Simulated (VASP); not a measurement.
A run of VASP 6.6.1 is set up as follows.

The input INCAR:

```
ALGO = Fast
EDIFF = 1E-6
ENCUT = 520
GGA = PE
ISIF = 2
ISMEAR = 0
LASPH = True
LCHARG = True
LELF = True
LREAL = False
LVHAR = True
LWAVE = False
NBANDS = 34
NELM = 100
PREC = Accurate
SIGMA = 0.1
```

The input KPOINTS:

```
k-points
0
Gamma
  12 12 12
```

Contents of POSCAR:

```
Na2Zn2Sn
1.0
   -2.1194439511      2.1194439511      6.7558851235
    2.1194439511     -2.1194439511      6.7558851235
    2.1194439511      2.1194439511     -6.7558851235
Na Zn Sn
2 2 1
Direct
    0.2500000000      0.7500000000      0.5000000000
    0.7500000000      0.2500000000      0.5000000000
    0.5911685233      0.5911685233      0.0000000000
    0.4088314767      0.4088314767      0.0000000000
    0.0000000000      0.0000000000      0.0000000000
```

Potentials or basis: VASP PAW PBE potentials, release 64 (Na_pv, Zn, Sn_d).

Run with:

```bash
$ cat potpaw_PBE.64/Na_pv/POTCAR potpaw_PBE.64/Zn/POTCAR potpaw_PBE.64/Sn_d/POTCAR > POTCAR
$ mpirun -np 1 vasp_std > vasp.out
```

(1) What does it give for the band gap on the k mesh?

(2) Predict the pressure.

Results:

(1) zero (bands 26 and 27 overlap by 1.67 eV).

(2) 0.1 GPa.

Caveat: spin-orbit coupling is left out, which moves the levels of the heavy elements.
